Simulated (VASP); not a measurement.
A run of VASP 6.6.1 is set up as follows.

File INCAR:

```
SYSTEM = Al9H
PREC = Accurate
ENCUT = 520
EDIFF = 1E-6
ISMEAR = 0
SIGMA = 0.1
LREAL = .FALSE.
LASPH = .TRUE.
NELM = 80
ALGO = Fast
ISIF = 2
LWAVE = .FALSE.
LCHARG = .FALSE.
LDIPOL = .TRUE.
IDIPOL = 3
DIPOL = 0.5 0.5 0.422
GGA = PE
IBRION = 2
NSW = 50
EDIFFG = -0.025
```

The input KPOINTS:

```
Automatic mesh
0
G
  9 9 1
  0 0 0
```

The input POSCAR:

```
Al9H
1.0
    2.8535431556      0.0000000000      0.0000000000
   -1.4267715778      2.4712408635      0.0000000000
    0.0000000000      0.0000000000     34.2605580981
Al H
9 1
Selective dynamics
Direct
    0.3333333333      0.6666666667      0.1167523304  F F F
    0.0000000000      0.0000000000      0.1852090274  F F F
    0.6666666667      0.3333333333      0.2536657244  F F F
    0.0000000000      0.0000000000      0.3221224214  F F F
    0.3333333333      0.6666666667      0.3899858430  F F F
    0.0000000000      0.0000000000      0.4578168584  F F F
    0.6666666667      0.3333333333      0.5268325047  F F F
    0.0000000000      0.0000000000      0.5950901730  F F F
    0.3333333333      0.6666666667      0.6643370500  T T T
    0.3333333333      0.8333333333      0.7063338223  F F T
```

Potentials or basis: VASP PAW PBE potentials, release 64 (Al, H).

Command:

```console
$ cat potpaw_PBE.64/Al/POTCAR potpaw_PBE.64/H/POTCAR > POTCAR
$ mpirun -np 1 vasp_std > vasp.out
```

**Question.** What does it give for the energy gained by relaxing?

**Answer.** 7.7 meV/atom.

Step by step:
```csv
step,energy change (eV),largest force on free atoms (eV/Å),pressure (GPa)
1,0.0000,1.5843,0.28
2,-0.0666,0.3834,-0.15
3,-0.0725,0.0598,-0.07
4,-0.0725,0.0814,-0.08
5,-0.0728,0.0803,-0.07
6,-0.0736,0.0767,-0.05
7,-0.0750,0.0695,-0.01
8,-0.0764,0.0549,0.08
9,-0.0747,0.2400,0.15
10,-0.0766,0.0258,0.10
11,-0.0767,0.0231,0.10
```

Caveat: the highest band is partly filled, so the run has too few bands.
